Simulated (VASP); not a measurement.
# Rb in VASP: single point with PBEsol

Aim: the single point of Rb with PBEsol.

Everything below comes from runs of VASP 6.6.1. Logs are shortened: lines on timing, memory, paths and dates and some standing lists are left out, and cuts for length are marked.

**1. The cell of the first run**

The cell holds a slab with vacuum, 8 atoms: a = 5.089 Å, b = 5.089 Å, c = 41.547 Å, α = 90.00°, β = 90.00°, γ = 120.00°.

**2. Single point, PBEsol**

INCAR

```
SYSTEM = Rb
PREC     = Accurate       ! precision mode
ENCUT    = 520            ! plane-wave cutoff, eV
EDIFF    = 1E-7           ! SCF threshold, eV
ISMEAR   = -1             ! smearing method
SIGMA    = 0.1            ! smearing width, eV
LREAL    = .FALSE.        ! projectors in reciprocal space
LASPH    = .TRUE.         ! aspherical terms in the spheres
NELM     = 80             ! most SCF steps
ALGO     = Normal         ! electronic algorithm
ISIF     = 2              ! what is computed and relaxed
LWAVE    = .FALSE.        ! write WAVECAR
LCHARG   = .TRUE.         ! write CHGCAR
LDIPOL   = .TRUE.       
IDIPOL   = 3            
DIPOL    = 0.5 0.5 0.500
GGA      = PS             ! functional
LELF     = .TRUE.         ! ELF
LVHAR    = .TRUE.       
LVACPOTAV= .TRUE.       
NBANDS   = 46             ! bands
```

KPOINTS

```
Automatic mesh
0
G
  4 4 1
  0 0 0
```

POSCAR

```
Rb
1.0
    5.0887800000      0.0000000000      0.0000000000
   -2.5443900000      4.4070130000      0.0000000000
    0.0000000000      0.0000000000     41.5465205000
Rb
8
Direct
    0.0000000000      0.0000000000      0.1444164259
    0.3333333333      0.6666666667      0.4492023466
    0.0000000000      0.0000000000      0.3476070397
    0.6666666667      0.3333333333      0.2460117328
    0.0000000000      0.0000000000      0.5507976534
    0.3333333333      0.6666666667      0.8555835741
    0.0000000000      0.0000000000      0.7539882672
    0.6666666667      0.3333333333      0.6523929603
```

Potentials or basis: VASP PAW PBE potentials, release 64 (Rb_sv).

The run is started by

```
$ cat potpaw_PBE.64/Rb_sv/POTCAR > POTCAR
$ mpirun -np 1 vasp_std > vasp.out
```

OUTCAR:

```text
SYSTEM = Rb
   PREC = Accurate
   ENCUT = 520
   EDIFF = 1E-7
   ISMEAR = -1
   LREAL = .FALSE.
   LASPH = .TRUE.
   NELM = 80
   ISIF = 2
   GGA = PS

 ion  position               nearest neighbor table
   1  0.000  0.000  0.144-   4 5.14   4 5.14   4 5.14
   2  0.333  0.667  0.449-   5 5.14   5 5.14   3 5.14   3 5.14   5 5.14   3 5.14
   3  0.000  0.000  0.348-   2 5.14   4 5.14   4 5.14   2 5.14   4 5.14   2 5.14
   4  0.667  0.333  0.246-   1 5.14   3 5.14   1 5.14   3 5.14   1 5.14   3 5.14
   5  0.000  0.000  0.551-   2 5.14   2 5.14   8 5.14   8 5.14   2 5.14   8 5.14
   6  0.333  0.667  0.856-   7 5.14   7 5.14   7 5.14
   7  0.000  0.000  0.754-   6 5.14   8 5.14   8 5.14   6 5.14   8 5.14   6 5.14
   8  0.667  0.333  0.652-   5 5.14   7 5.14   5 5.14   7 5.14   5 5.14   7 5.14

  LATTYP: Found a hexagonal cell.
 ALAT       =     5.0887800000
 C/A-ratio  =     8.1643381125

  Lattice vectors:

 A1 = (   5.0887800000,   0.0000000000,   0.0000000000)
 A2 = (  -2.5443900000,   4.4070130000,   0.0000000000)
 A3 = (   0.0000000000,   0.0000000000,  41.5465205000)

Analysis of symmetry for initial positions (statically):
=====================================================================
 Subroutine PRICEL returns:
 Original cell was already a primitive cell.

 Routine SETGRP: Setting up the symmetry group for a
 hexagonal supercell.

 Subroutine GETGRP returns: Found  6 space group operations
 (whereof  6 operations were pure point group operations)
 out of a pool of 24 trial point group operations.

The static configuration has the point symmetry C_3v.

Analysis of symmetry for dynamics (positions and initial velocities):
=====================================================================
 Subroutine PRICEL returns:
 Original cell was already a primitive cell.

 Routine SETGRP: Setting up the symmetry group for a
 hexagonal supercell.

 Subroutine GETGRP returns: Found  6 space group operations
 (whereof  6 operations were pure point group operations)
 out of a pool of 24 trial point group operations.

The dynamic configuration has the point symmetry C_3v.

 Subroutine INISYM returns: Found  6 space group operations
 (whereof  6 operations are pure point group operations),
 and found     1 'primitive' translations

----------------------------------------------------------------------------------------

                                     Primitive cell

  volume of cell :     931.7355

  direct lattice vectors                    reciprocal lattice vectors
     5.088780000  0.000000000  0.000000000     0.196510755  0.113455531  0.000000000
    -2.544390000  4.407013000  0.000000000     0.000000000  0.226911062  0.000000000
     0.000000000  0.000000000 41.546520500     0.000000000  0.000000000  0.024069404

  length of vectors
     5.088780000  5.088780213 41.546520500     0.226911071  0.226911062  0.024069404

  position of ions in fractional coordinates (direct lattice)
     0.000000000  0.000000000  0.144416426
     0.333333333  0.666666667  0.449202347
     0.000000000  0.000000000  0.347607040
     0.666666667  0.333333333  0.246011733
     0.000000000  0.000000000  0.550797653
     0.333333333  0.666666667  0.855583574
     0.000000000  0.000000000  0.753988267
     0.666666667  0.333333333  0.652392960

  ion indices of the primitive-cell ions
   primitive index   ion index
                 1           1
                 2           2
                 3           3
                 4           4
                 5           5
                 6           6
                 7           7
                 8           8

----------------------------------------------------------------------------------------

 KPOINTS: Automatic mesh

Automatic generation of k-mesh.
 Grid dimensions read from file:
 generate k-points for:    4    4    1

 Generating k-lattice:

  Cartesian coordinates                     Fractional coordinates (reciprocal lattice)
     0.049127689  0.028363883  0.000000000     0.250000000  0.000000000  0.000000000
     0.000000000  0.056727765  0.000000000     0.000000000  0.250000000  0.000000000
     0.000000000  0.000000000  0.024069404     0.000000000  0.000000000  1.000000000

  Length of vectors
     0.056727768  0.056727765  0.024069404

  Shift w.r.t. Gamma in fractional coordinates (k-lattice)
     0.000000000  0.000000000  0.000000000

 Subroutine IBZKPT returns following result:
 ===========================================

 Found      4 irreducible k-points:

 Following reciprocal coordinates:
            Coordinates               Weight
  0.000000  0.000000  0.000000      1.000000
  0.250000  0.000000  0.000000      6.000000
  0.500000  0.000000  0.000000      3.000000
  0.250000  0.250000  0.000000      6.000000
   k-points           NKPTS =      4   k-points in BZ     NKDIM =      4   number of bands    NBANDS=     46
   number of dos      NEDOS =    301   number of ions     NIONS =      8
   total plane-waves  NPLWV = 512000
   dimension x,y,z NGX =    40 NGY =   40 NGZ =  320
   dimension x,y,z NGXF=    80 NGYF=   80 NGZF=  640
   ions per type =               8
   NGX,Y,Z   is equivalent  to a cutoff of  13.07, 13.07, 12.80 a.u.
   NGXF,Y,Z  is equivalent  to a cutoff of  26.14, 26.14, 25.61 a.u.
 SYSTEM =  Rb
   PREC   = accura    normal or accurate (medium, high low for compatibility)
   ISTART =      0    job   : 0-new  1-cont  2-samecut
   ICHARG =      2    charge: 1-file 2-atom 10-const
   ISPIN  =      1    spin polarized calculation?
   LNONCOLLINEAR =      F non collinear calculations
   LSORBIT =      F    spin-orbit coupling
   LASPH  =      T    aspherical Exc in radial PAW
   ENCUT  =  520.0 eV  38.22 Ry    6.18 a.u.   9.46  9.46 77.25*2*pi/ulx,y,z
   NELM   =     80;   NELMIN=  2; NELMDL= -5     # of ELM steps
   EDIFF  = 0.1E-06   stopping-criterion for ELM
   LREAL  =      F    real-space projection
   EDIFFG = 0.1E-05   stopping-criterion for IOM
   NSW    =      0    number of steps for IOM
   IBRION =     -1    ionic relax: 0-MD 1-quasi-New 2-CG
   NFREE  =      0    steps in history (QN), initial steepest desc. (CG)
   ISIF   =      2    stress and relaxation
   ISYM   =      2    0-nonsym 1-usesym 2-fastsym
   POTIM  = 0.5000    time-step for ionic-motion
   TEBEG  =    0.0;   TEEND  =   0.0 temperature during run
   PSTRESS=    0.0 pullay stress
   NELECT =      72.0000    total number of electrons
   NUPDOWN=      -1.0000    fix difference up-down
   EMIN   =  10.00;   EMAX   =-10.00  energy-range for DOS
   EFERMI =   0.00;   METHOD = LEGACY
   ISMEAR =    -1;   SIGMA  =   0.10  broadening in eV -4-tet -1-fermi 0-gaus
   EFERMI_NEDOS =   21; number of points for ismear=-14 and -15
   IALGO  =     38    algorithm
   IMIX   =      4    mixing-type and parameters
     AMIX     =   0.40;   BMIX     =  1.00
     AMIX_MAG =   1.60;   BMIX_MAG =  1.00
  volume/ion in A,a.u.               =     116.47       785.96
  Fermi-wavevector in a.u.,A,eV,Ry     =   0.697303  1.317711  6.615578  0.486231
  Thomas-Fermi vector in A             =   1.780593
   LORBIT       =      0    0 simple, 1 ext, 2 COOP (PROOUT), +10 PAW based schemes
   GGA     = PS    functional components
   LHFCALC =     F    Hartree Fock is set to
   AEXX    =    0.0000 exact exchange contribution
   IVDW    =     0    specifies the selected vdW correction
   LEPSILON=     F    determine dielectric tensor
   LRPA    =     F    only Hartree local field effects (RPA)
 non-spin polarized calculation
  energy-cutoff  :      520.00
  volume of cell :      931.74
 maximum number of plane-waves:     25223
 NGX is ok and might be reduce to    40
   NGX = 19   NGY = 19   NGZ =155

 dipolmoment           0.000000      0.000000      0.000082 electrons x Angstroem

 number of electron      72.0000000 magnetization

 dipolmoment           0.000000      0.000000     -0.000020 electrons x Angstroem

 Free energy of the ion-electron system (eV)
  ---------------------------------------------------
  ext. energy  EPLUGINS =         0.00000000
  ---------------------------------------------------
  free energy    TOTEN  =        -7.89596718 eV

  energy without entropy =       -7.59440133  energy(sigma->0) =       -7.74518426

 E-fermi :  -0.4868     XC(G=0):  -4.6608

 val. band max:       -0.5442520005   @ k =   0.2500   0.2500   0.0000
 cond. band min:      -0.4363357059   @ k =   0.2500   0.0000   0.0000
 fundamental gap:      0.1079162946
 Fermi energy:        -0.4867763538

 k-point     1 :       0.0000    0.0000    0.0000
  band No.  band energies     occupation
      1     -29.5702      2.00000
      2     -29.5689      2.00000
      3     -29.3866      2.00000
      4     -29.3857      2.00000
      5     -29.3618      2.00000
      6     -29.3601      2.00000
[... 38 lines left out ...]
     45       1.3023      0.00000
     46       1.8325      0.00000

 k-point     2 :       0.2500    0.0000    0.0000
  band No.  band energies     occupation
      1     -29.5691      2.00000
      2     -29.5678      2.00000
      3     -29.3855      2.00000
      4     -29.3845      2.00000
      5     -29.3605      2.00000
      6     -29.3592      2.00000
[... 38 lines left out ...]
     45       1.4932      0.00000
     46       1.5644      0.00000

 k-point     3 :       0.5000    0.0000    0.0000
  band No.  band energies     occupation
      1     -29.5680      2.00000
      2     -29.5667      2.00000
      3     -29.3843      2.00000
      4     -29.3834      2.00000
      5     -29.3592      2.00000
      6     -29.3582      2.00000
[... 38 lines left out ...]
     45       0.7799      0.00001
     46       0.8919      0.00000

 k-point     4 :       0.2500    0.2500    0.0000
  band No.  band energies     occupation
      1     -29.5680      2.00000
      2     -29.5667      2.00000
      3     -29.3843      2.00000
      4     -29.3834      2.00000
      5     -29.3592      2.00000
      6     -29.3582      2.00000
[... 38 lines left out ...]
     45       0.9427      0.00000
     46       1.0101      0.00000

------------------------ aborting loop because EDIFF is reached ----------------------------------------

  FORCE on cell =-STRESS in cart. coord.  units (eV):
  Direction    XX          YY          ZZ          XY          YZ          ZX
  --------------------------------------------------------------------------------------
  -------------------------------------------------------------------------------------
  Total       -0.8429889     -0.8429890     -1.0757811      0.0000000      0.0000000      0.0000000
  in kB       -1.4495720     -1.4495721     -1.8498726      0.0000000      0.0000000      0.0000000
  external PRESSURE =      -1.5830056 kB  Pullay stress =       0.0000000 kB

 VOLUME and BASIS-vectors are now :
 -----------------------------------------------------------------------------
  energy-cutoff  :      520.00
  volume of cell :      931.74
      direct lattice vectors                 reciprocal lattice vectors
     5.088780000  0.000000000  0.000000000     0.196510755  0.113455531  0.000000000
    -2.544390000  4.407013000  0.000000000     0.000000000  0.226911062  0.000000000
     0.000000000  0.000000000 41.546520500     0.000000000  0.000000000  0.024069404

 POSITION                                       TOTAL-FORCE (eV/Angst)
 -----------------------------------------------------------------------------------
      0.00000      0.00000      6.00000         0.000000     -0.000000      0.033534
     -0.00000      2.93801     18.66279        -0.000000      0.000000     -0.002407
      0.00000      0.00000     14.44186         0.000000     -0.000000     -0.006878
      2.54439      1.46900     10.22093         0.000000      0.000000      0.008095
      0.00000      0.00000     22.88373         0.000000     -0.000000      0.002464
     -0.00000      2.93801     35.54652         0.000000      0.000000     -0.033043
      0.00000      0.00000     31.32559         0.000000     -0.000000     -0.008541
      2.54439      1.46900     27.10466         0.000000     -0.000000      0.006775
 -----------------------------------------------------------------------------------
    total drift:                                0.000000      0.000000      0.000030

  FREE ENERGIE OF THE ION-ELECTRON SYSTEM (eV)
  ---------------------------------------------------
  free  energy   TOTEN  =        -7.8959671846 eV

  energy  without entropy=       -7.5944013339  energy(sigma->0) =       -7.74518426
```

Run time: 6.5 min. Hardware: 1 thread of Intel Xeon Platinum 8488C (Sapphire Rapids), shared host; peak memory 0.92 GiB.

Results:

* Free energy: -7.8960 eV
* Largest force: 0.034 eV/Å
* Band gap on the k mesh: zero (bands 36 and 37 overlap by 1.43 eV)

Forces in eV/Å, atoms in the order of the input:
```
Rb   0.000  0.000  0.034
Rb   0.000  0.000 -0.002
Rb   0.000  0.000 -0.007
Rb   0.000  0.000  0.008
Rb   0.000  0.000  0.002
Rb   0.000  0.000 -0.033
Rb   0.000  0.000 -0.009
Rb   0.000  0.000  0.007
```

Levels at points of the mesh, in eV from the Fermi level:
| k point | band 32 | band 33 | band 34 | band 35 | band 36 | band 37 | band 38 | band 39 | band 40 | band 41 |
| --- | --- | --- | --- | --- | --- | --- | --- | --- | --- | --- |
| (0.00, 0.00, 0.00) | -12.91 | -1.90 | -1.81 | -1.66 | -1.44 | -1.16 | -0.83 | -0.48 | -0.13 | 0.57 |
| (0.50, 0.00, 0.00) | -12.93 | 0.10 | 0.15 | 0.21 | 0.27 | 0.38 | 0.42 | 0.43 | 0.49 | 0.85 |

Caveat: the PAW data sets were made with another functional, which shifts forces and pressure a little.
